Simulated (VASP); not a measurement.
# Li6Tl2B (Fm-3m) in VASP: further runs

The runs below take Li6Tl2B through single point, relaxation of cell and atoms, with PBE.

Everything below comes from runs of VASP 6.6.1. Logs are shortened: lines on timing, memory, paths and dates and some standing lists are left out, and cuts for length are marked.

## 1. The cell of the first run

Symmetry: Fm-3m, No. 225, cubic system. Conventional cell: a = 8.588 Å, b = 8.588 Å, c = 8.588 Å, α = 90.00°, β = 90.00°, γ = 90.00°. Li (site symmetry 4mm) has 1 B at 2.19 Å and 8 Li at 2.98 to 3.09 Å and 4 Tl at 3.04 Å within 3.1 Å. Tl (site symmetry -43m) has 12 Li at 3.04 Å and 4 B at 3.72 Å within 4.0 Å. Within 2.9 Å of B (site symmetry m-3m) lie 6 Li at 2.19 Å.

The cell was built from a structure type or drawn by symmetry, and may not be a known phase.

## 2. Single point, PBE

INCAR reads:

```
PREC = Accurate
ENCUT = 520
EDIFF = 1E-6
ISMEAR = 0
SIGMA = 0.1
LREAL = False
LASPH = True
NELM = 80
ALGO = Fast
ISIF = 2
LWAVE = False
LCHARG = True
GGA = PE
LELF = True
LVHAR = True
NBANDS = 34
```

KPOINTS reads:

```
Automatic mesh
0
Gamma
  4 4 4
```

POSCAR reads:

```
Li6Tl2B
1.0
    0.0000000000      4.2938366047      4.2938366047
    4.2938366047      0.0000000000      4.2938366047
    4.2938366047      4.2938366047      0.0000000000
Li Tl B
6 2 1
Direct
    0.7455452412      0.2544547588      0.2544547588
    0.2544547588      0.7455452412      0.2544547588
    0.2544547588      0.7455452412      0.7455452412
    0.7455452412      0.2544547588      0.7455452412
    0.2544547588      0.2544547588      0.7455452412
    0.7455452412      0.7455452412      0.2544547588
    0.2500000000      0.2500000000      0.2500000000
    0.7500000000      0.7500000000      0.7500000000
    0.0000000000      0.0000000000      0.0000000000
```

Potentials or basis: VASP PAW PBE potentials, release 64 (Li_sv, Tl_d, B).

Command:

```sh
$ cat potpaw_PBE.64/Li_sv/POTCAR potpaw_PBE.64/Tl_d/POTCAR potpaw_PBE.64/B/POTCAR > POTCAR
$ mpirun -np 1 vasp_std > vasp.out
```

OUTCAR:

```text
PREC = Accurate
   ENCUT = 520
   EDIFF = 1E-6
   ISMEAR = 0
   LREAL = False
   LASPH = True
   NELM = 80
   ISIF = 2
   GGA = PE

 ion  position               nearest neighbor table
   1  0.746  0.254  0.254-   9 2.19   7 3.04   7 3.04   8 3.04   8 3.04
   2  0.254  0.746  0.254-   9 2.19   7 3.04   7 3.04   8 3.04   8 3.04
   3  0.254  0.746  0.746-   9 2.19   7 3.04   8 3.04   7 3.04   8 3.04
   4  0.746  0.254  0.746-   9 2.19   7 3.04   8 3.04   7 3.04   8 3.04
   5  0.254  0.254  0.746-   9 2.19   7 3.04   7 3.04   8 3.04   8 3.04
   6  0.746  0.746  0.254-   9 2.19   7 3.04   8 3.04   7 3.04   8 3.04
   7  0.250  0.250  0.250-   1 3.04   2 3.04   5 3.04   3 3.04   4 3.04   5 3.04   2 3.04   3 3.04
                             6 3.04   1 3.04   4 3.04   6 3.04
   8  0.750  0.750  0.750-   2 3.04   3 3.04   5 3.04   1 3.04   4 3.04   5 3.04   1 3.04   2 3.04
                             6 3.04   3 3.04   4 3.04   6 3.04
   9  0.000  0.000  0.000-   1 2.19   2 2.19   3 2.19   4 2.19   5 2.19   6 2.19

  LATTYP: Found a face centered cubic cell.
 ALAT       =     8.5876732094

  Lattice vectors:

 A1 = (   0.0000000000,   4.2938366047,   4.2938366047)
 A2 = (   4.2938366047,   0.0000000000,   4.2938366047)
 A3 = (   4.2938366047,   4.2938366047,   0.0000000000)

Analysis of symmetry for initial positions (statically):
=====================================================================
 Subroutine PRICEL returns:
 Original cell was already a primitive cell.

 Routine SETGRP: Setting up the symmetry group for a
 face centered cubic supercell.

 Subroutine GETGRP returns: Found 48 space group operations
 (whereof 48 operations were pure point group operations)
 out of a pool of 48 trial point group operations.

The static configuration has the point symmetry O_h .

Analysis of symmetry for dynamics (positions and initial velocities):
=====================================================================
 Subroutine PRICEL returns:
 Original cell was already a primitive cell.

 Routine SETGRP: Setting up the symmetry group for a
 face centered cubic supercell.

 Subroutine GETGRP returns: Found 48 space group operations
 (whereof 48 operations were pure point group operations)
 out of a pool of 48 trial point group operations.

The dynamic configuration has the point symmetry O_h .

 Subroutine INISYM returns: Found 48 space group operations
[... 100 lines left out ...]
   ISIF   =      2    stress and relaxation
   ISYM   =      2    0-nonsym 1-usesym 2-fastsym
   POTIM  = 0.5000    time-step for ionic-motion
   TEBEG  =    0.0;   TEEND  =   0.0 temperature during run
   PSTRESS=    0.0 pullay stress
   NELECT =      47.0000    total number of electrons
   NUPDOWN=      -1.0000    fix difference up-down
   EMIN   =  10.00;   EMAX   =-10.00  energy-range for DOS
   EFERMI =   0.00;   METHOD = LEGACY
   ISMEAR =     0;   SIGMA  =   0.10  broadening in eV -4-tet -1-fermi 0-gaus
   EFERMI_NEDOS =   21; number of points for ismear=-14 and -15
   IALGO  =     68    algorithm
   IMIX   =      4    mixing-type and parameters
     AMIX     =   0.40;   BMIX     =  1.00
     AMIX_MAG =   1.60;   BMIX_MAG =  1.00
  volume/ion in A,a.u.               =      17.59       118.72
  Fermi-wavevector in a.u.,A,eV,Ry     =   1.092074  2.063720 16.226647  1.192625
  Thomas-Fermi vector in A             =   2.228332
   LORBIT       =      0    0 simple, 1 ext, 2 COOP (PROOUT), +10 PAW based schemes
   GGA     = PE    functional components
   LHFCALC =     F    Hartree Fock is set to
   AEXX    =    0.0000 exact exchange contribution
   IVDW    =     0    specifies the selected vdW correction
   LEPSILON=     F    determine dielectric tensor
   LRPA    =     F    only Hartree local field effects (RPA)
 non-spin polarized calculation
 RMM-DIIS sequential band-by-band and
 Gauss-broadening in eV      SIGMA  =   0.10
  energy-cutoff  :      520.00
  volume of cell :      158.33
 maximum number of plane-waves:      4314
 NGX is ok and might be reduce to    48
   NGX = 23   NGY = 23   NGZ = 23

 number of electron      47.0000026 magnetization

 Free energy of the ion-electron system (eV)
  ---------------------------------------------------
  ext. energy  EPLUGINS =         0.00000000
  ---------------------------------------------------
  free energy    TOTEN  =       -21.91502962 eV

  energy without entropy =      -21.89170110  energy(sigma->0) =      -21.90336536

 E-fermi :   3.1868     XC(G=0):  -8.8083

 val. band max:        3.1689960704   @ k =  -0.2500   0.2500   0.0000
 cond. band min:       3.2050369136   @ k =   0.2500   0.2500   0.0000
 fundamental gap:      0.0360408432
 Fermi energy:         3.1868275515

 k-point     1 :       0.0000    0.0000    0.0000
  band No.  band energies     occupation
      1     -42.6224      2.00000
      2     -42.6076      2.00000
      3     -42.6076      2.00000
      4     -42.6076      2.00000
      5     -42.6004      2.00000
      6     -42.6004      2.00000
[... 285 lines left out ...]
     33       9.8362      0.00000
     34       9.8414      0.00000

------------------------ aborting loop because EDIFF is reached ----------------------------------------

  FORCE on cell =-STRESS in cart. coord.  units (eV):
  Direction    XX          YY          ZZ          XY          YZ          ZX
  --------------------------------------------------------------------------------------
  -------------------------------------------------------------------------------------
  Total       -0.0102482     -0.0102482     -0.0102482     -0.0000000     -0.0000000      0.0000000
  in kB       -0.1037028     -0.1037028     -0.1037028     -0.0000000     -0.0000000      0.0000000
  external PRESSURE =      -0.1037028 kB  Pullay stress =       0.0000000 kB

 VOLUME and BASIS-vectors are now :
 -----------------------------------------------------------------------------
  energy-cutoff  :      520.00
  volume of cell :      158.33
      direct lattice vectors                 reciprocal lattice vectors
     0.000000000  4.293836605  4.293836605    -0.116445977  0.116445977  0.116445977
     4.293836605  0.000000000  4.293836605     0.116445977 -0.116445977  0.116445977
     4.293836605  4.293836605  0.000000000     0.116445977  0.116445977 -0.116445977

 POSITION                                       TOTAL-FORCE (eV/Angst)
 -----------------------------------------------------------------------------------
      2.18517      4.29384      4.29384         0.001935      0.000000     -0.000000
      4.29384      2.18517      4.29384         0.000000      0.001935     -0.000000
      6.40250      4.29384      4.29384        -0.001935      0.000000     -0.000000
      4.29384      6.40250      4.29384         0.000000     -0.001935     -0.000000
      4.29384      4.29384      2.18517         0.000000      0.000000      0.001935
      4.29384      4.29384      6.40250         0.000000      0.000000     -0.001935
      2.14692      2.14692      2.14692        -0.000000     -0.000000     -0.000000
      6.44075      6.44075      6.44075         0.000000      0.000000      0.000000
      0.00000      0.00000      0.00000         0.000000      0.000000      0.000000
 -----------------------------------------------------------------------------------
    total drift:                               -0.000000     -0.000000      0.000000

  FREE ENERGIE OF THE ION-ELECTRON SYSTEM (eV)
  ---------------------------------------------------
  free  energy   TOTEN  =       -21.9150296179 eV

  energy  without entropy=      -21.8917011016  energy(sigma->0) =      -21.90336536
```

OSZICAR:

```text
N       E                     dE             d eps       ncg     rms          rms(c)
DAV:   1     0.288368048661E+03    0.28837E+03   -0.21522E+04   544   0.141E+03
DAV:   2     0.946028385547E+01   -0.27891E+03   -0.26489E+03   568   0.345E+02
DAV:   3    -0.211096618615E+02   -0.30570E+02   -0.29875E+02   820   0.708E+01
[... 17 lines left out ...]
RMM:  21    -0.219150371154E+02   -0.68368E-05   -0.38636E-05   727   0.212E-02    0.177E-02
RMM:  22    -0.219150338620E+02    0.32534E-05   -0.24866E-05   709   0.180E-02    0.105E-02
RMM:  23    -0.219150301707E+02    0.36913E-05   -0.16613E-05   717   0.165E-02    0.349E-03
RMM:  24    -0.219150301958E+02   -0.25138E-07   -0.10495E-05   575   0.139E-02    0.201E-03
RMM:  25    -0.219150296179E+02    0.57793E-06   -0.67485E-06   568   0.128E-02
   1 F= -.21915030E+02 E0= -.21903365E+02  d E =-.233285E-01
```

stdout:

```text
POSCAR found type information on POSCAR LiTlB
 POSCAR found :  3 types and       9 ions
 scaLAPACK will be used
 LDA part: xc-table for (Slater+PW92), standard interpolation
 POSCAR, INCAR and KPOINTS ok, starting setup
 FFT: planning ... GRIDC
 FFT: planning ... GRID_SOFT
 FFT: planning ... GRID
 WAVECAR not read
 entering main loop
```

It took 2.2 min on 1 thread of Intel Xeon Platinum 8259CL at 2.50GHz (Skylake/Cascade Lake), shared host; peak memory 0.34 GiB.

What came out:

```yaml
Free_energy: -21.9150 eV
Band_gap_on_the_k_mesh: zero (an odd number of electrons rules out a gap without spin polarisation)
```

Caveat: the cutoff is under 1.25 times the usual one of these potentials, so pressure, stress and relaxed cells hold a basis-set (Pulay) error; spin-orbit coupling is left out, which moves the levels of the heavy elements.

## 3. Relaxation of cell and atoms, PBE

This run uses another cell than the first one, of 14.76 Å³/atom.

INCAR reads:

```
PREC     = Accurate       # precision mode
ENCUT    = 600            # plane-wave cutoff, eV
EDIFF    = 1E-6           # SCF threshold, eV
ISMEAR   = 0              # smearing method
SIGMA    = 0.1            # smearing width, eV
LREAL    = False          # projectors in reciprocal space
LASPH    = True           # aspherical terms in the spheres
NELM     = 60             # most SCF steps
ALGO     = Fast           # electronic algorithm
ISIF     = 3              # what is computed and relaxed
LWAVE    = False          # write WAVECAR
LCHARG   = False          # write CHGCAR
GGA      = PE             # functional
IBRION   = 2              # ionic algorithm
NSW      = 90             # ionic steps
EDIFFG   = -0.04          # ionic threshold
```

KPOINTS is that of step 2.

POSCAR reads:

```
Li6Tl2B
1.0
    0.0000000000      4.0501494400      4.0501494400
    4.0501494400      0.0000000000      4.0501494400
    4.0501494400      4.0501494400      0.0000000000
Li Tl B
6 2 1
Direct
    0.7550000000      0.2450000000      0.2450000000
    0.2450000000      0.7550000000      0.2450000000
    0.2450000000      0.7550000000      0.7550000000
    0.7550000000      0.2450000000      0.7550000000
    0.2450000000      0.2450000000      0.7550000000
    0.7550000000      0.7550000000      0.2450000000
    0.2500000000      0.2500000000      0.2500000000
    0.7500000000      0.7500000000      0.7500000000
    0.0000000000      0.0000000000      0.0000000000
```

Potentials or basis: VASP PAW PBE potentials, release 64 (Li_sv, Tl_d, B).

Command:

```sh
$ cat potpaw_PBE.64/Li_sv/POTCAR potpaw_PBE.64/Tl_d/POTCAR potpaw_PBE.64/B/POTCAR > POTCAR
$ mpirun -np 1 vasp_std > vasp.out
```

OUTCAR:

```text
PREC = Accurate
   ENCUT = 600
   EDIFF = 1E-6
   ISMEAR = 0
   LREAL = False
   LASPH = True
   NELM = 60
   ISIF = 3
   GGA = PE
   IBRION = 2
   NSW = 90
   EDIFFG = -0.04

 ion  position               nearest neighbor table
   1  0.755  0.245  0.245-   9 1.98   8 2.86   7 2.86   8 2.86   7 2.86
   2  0.245  0.755  0.245-   9 1.98   8 2.86   7 2.86   8 2.86   7 2.86
   3  0.245  0.755  0.755-   9 1.98   8 2.86   8 2.86   7 2.86   7 2.86
   4  0.755  0.245  0.755-   9 1.98   8 2.86   8 2.86   7 2.86   7 2.86
   5  0.245  0.245  0.755-   9 1.98   8 2.86   7 2.86   8 2.86   7 2.86
   6  0.755  0.755  0.245-   9 1.98   8 2.86   8 2.86   7 2.86   7 2.86
   7  0.250  0.250  0.250-   1 2.86   4 2.86   2 2.86   3 2.86   3 2.86   4 2.86   1 2.86   2 2.86
[... 195 lines left out ...]
  -------------------------------------------------------------------------------------
  Total        6.5223722      6.5223722      6.5223722     -0.0000000     -0.0000000     -0.0000000
  in kB       78.6453448     78.6453448     78.6453448     -0.0000000     -0.0000000     -0.0000000
  external PRESSURE =      78.6453448 kB  Pullay stress =       0.0000000 kB
[... 116 lines left out ...]
--------------------------------------- Ionic step        4  -------------------------------------------

 number of electron      47.0000027 magnetization

 Free energy of the ion-electron system (eV)
  ---------------------------------------------------
  ext. energy  EPLUGINS =         0.00000000
  ---------------------------------------------------
  free energy    TOTEN  =       -21.89646364 eV

  energy without entropy =      -21.87315661  energy(sigma->0) =      -21.88481013

 E-fermi :   3.1827     XC(G=0):  -8.8056

 val. band max:        3.1645024499   @ k =  -0.2500   0.2500   0.0000
 cond. band min:       3.2014797572   @ k =   0.2500   0.2500   0.0000
 fundamental gap:      0.0369773073
 Fermi energy:         3.1827287054

 k-point     1 :       0.0000    0.0000    0.0000
  band No.  band energies     occupation
      1     -42.6290      2.00000
      2     -42.6143      2.00000
      3     -42.6143      2.00000
      4     -42.6143      2.00000
      5     -42.6072      2.00000
      6     -42.6072      2.00000
[... 273 lines left out ...]
  FREE ENERGIE OF THE ION-ELECTRON SYSTEM (eV)
  ---------------------------------------------------
  free  energy   TOTEN  =       -21.8964636400 eV

  energy  without entropy=      -21.8731566110  energy(sigma->0) =      -21.88481013

 reached required accuracy - stopping structural energy minimisation
```

OSZICAR:

```text
N       E                     dE             d eps       ncg     rms          rms(c)
DAV:   1     0.324544044354E+03    0.32454E+03   -0.24499E+04   448   0.194E+03
DAV:   2     0.142789594202E+02   -0.31027E+03   -0.30067E+03   456   0.448E+02
DAV:   3    -0.215623805393E+02   -0.35841E+02   -0.34480E+02   692   0.878E+01
[... 131 lines left out ...]
RMM:  10    -0.218964579159E+02   -0.11473E-04   -0.50554E-05   517   0.281E-02    0.177E-03
RMM:  11    -0.218964592456E+02   -0.13298E-05   -0.27708E-05   442   0.210E-02    0.156E-03
RMM:  12    -0.218964619828E+02   -0.27371E-05   -0.15112E-05   356   0.169E-02    0.814E-04
RMM:  13    -0.218964630707E+02   -0.10879E-05   -0.11421E-05   351   0.152E-02    0.509E-04
RMM:  14    -0.218964636400E+02   -0.56931E-06   -0.72931E-06   278   0.136E-02
   4 F= -.21896464E+02 E0= -.21884810E+02  d E =-.734541E+00
```

It took 9 min on 1 thread of Intel Xeon Platinum 8259CL at 2.50GHz (Skylake/Cascade Lake), shared host; peak memory 0.35 GiB.

What came out:

- Free energy: -21.8965 eV
- Relaxed volume: 17.61 Å³/atom
- Relaxed cell: a = 6.074 Å, b = 6.074 Å, c = 6.074 Å, α = 60.00°, β = 60.00°, γ = 60.00°
- Space group after relaxing (to 0.1 Å): Fm-3m (No. 225)
- Energy gained by relaxing: 81.6 meV/atom
- Ionic steps: 4
- Pressure after relaxing: 0.0 GPa
- Largest force after relaxing: 0.008 eV/Å
- Band gap on the k mesh: zero (an odd number of electrons rules out a gap without spin polarisation)

Forces on the atoms (eV/Å):
```
Li  -0.008  0.000  0.000
Li   0.000 -0.008  0.000
Li   0.008  0.000  0.000
Li   0.000  0.008  0.000
Li   0.000  0.000 -0.008
Li   0.000  0.000  0.008
Tl   0.000  0.000  0.000
Tl   0.000  0.000  0.000
B    0.000  0.000  0.000
```

Step by step:
| step | energy change (eV) | largest force (eV/Å) | pressure (GPa) | volume (Å³) |
| --- | --- | --- | --- | --- |
| 1 | 0.0000 | 0.9478 | 7.86 | 132.87 |
| 2 | -0.6213 | 0.3173 | 2.58 | 147.30 |
| 3 | -0.7317 | 0.0479 | -0.36 | 160.19 |
| 4 | -0.7345 | 0.0081 | -0.03 | 158.47 |

Final structure:
```xyz
9
Lattice="0.0000 4.2951 4.2951 4.2951 0.0000 4.2951 4.2951 4.2951 0.0000" Properties=species:S:1:pos:R:3 pbc="T T T"
Li    2.1874    4.2951    4.2951
Li    4.2951    2.1874    4.2951
Li    6.4028    4.2951    4.2951
Li    4.2951    6.4028    4.2951
Li    4.2951    4.2951    2.1874
Li    4.2951    4.2951    6.4028
Tl    2.1475    2.1475    2.1475
Tl    6.4426    6.4426    6.4426
B     0.0000    0.0000    0.0000
```

Caveat: the cutoff is under 1.25 times the usual one of these potentials, so pressure, stress and relaxed cells hold a basis-set (Pulay) error; the volume moved by over 15 % at a fixed basis, so the end points are rough; spin-orbit coupling is left out, which moves the levels of the heavy elements.

## 4. Single point, PBE

This run uses another cell than the first one, of 17.64 Å³/atom.

INCAR reads:

```
PREC     = Accurate       # precision mode
ENCUT    = 520            # plane-wave cutoff, eV
EDIFF    = 1E-7           # SCF threshold, eV
ISMEAR   = 0              # smearing method
SIGMA    = 0.1            # smearing width, eV
LREAL    = False          # projectors in reciprocal space
LASPH    = True           # aspherical terms in the spheres
NELM     = 100            # most SCF steps
ALGO     = Normal         # electronic algorithm
ISIF     = 2              # what is computed and relaxed
LWAVE    = False          # write WAVECAR
LCHARG   = True           # write CHGCAR
GGA      = PE             # functional
LELF     = True           # ELF
LVHAR    = True         
NBANDS   = 34             # bands
```

KPOINTS reads:

```
Automatic mesh
0
Gamma
  8 8 8
```

POSCAR reads:

```
Li6Tl2B
1.0
    0.0000000000      4.2976773668      4.2976773668
    4.2976773668      0.0000000000      4.2976773668
    4.2976773668      4.2976773668      0.0000000000
Li Tl B
6 2 1
Direct
    0.7462931696      0.2537068304      0.2537068304
    0.2537068304      0.7462931696      0.2537068304
    0.2537068304      0.7462931696      0.7462931696
    0.7462931696      0.2537068304      0.7462931696
    0.2537068304      0.2537068304      0.7462931696
    0.7462931696      0.7462931696      0.2537068304
    0.2500000000      0.2500000000      0.2500000000
    0.7500000000      0.7500000000      0.7500000000
    0.0000000000      0.0000000000      0.0000000000
```

Command:

```sh
$ cat potpaw_PBE.64/Li_sv/POTCAR potpaw_PBE.64/Tl_d/POTCAR potpaw_PBE.64/B/POTCAR > POTCAR
$ mpirun -np 1 vasp_std > vasp.out
```

Wall time 3.1 min (1 thread of Intel Xeon Platinum 8259CL at 2.50GHz (Skylake/Cascade Lake), shared host); peak memory 0.4 GiB.

The run converged. Its results:

```yaml
Free_energy: -21.8105 eV
Band_gap_on_the_k_mesh: zero (an odd number of electrons rules out a gap without spin polarisation)
```

Levels at points of the mesh, in eV from the Fermi level:
```csv
k point,band 22,band 23,band 24,band 25,band 26,band 27
"(0.00, 0.00, 0.00)",-1.26,-0.94,-0.94,-0.94,0.82,1.73
"(0.50, 0.00, 0.00)",-1.07,-0.49,-0.49,-0.02,1.26,1.73
"(0.50, 0.50, 0.00)",-1.97,0.43,1.02,1.02,2.14,2.14
```

Caveat: the cutoff is under 1.25 times the usual one of these potentials, so pressure, stress and relaxed cells hold a basis-set (Pulay) error; spin-orbit coupling is left out, which moves the levels of the heavy elements.

(Continued in part 2 of 2.)
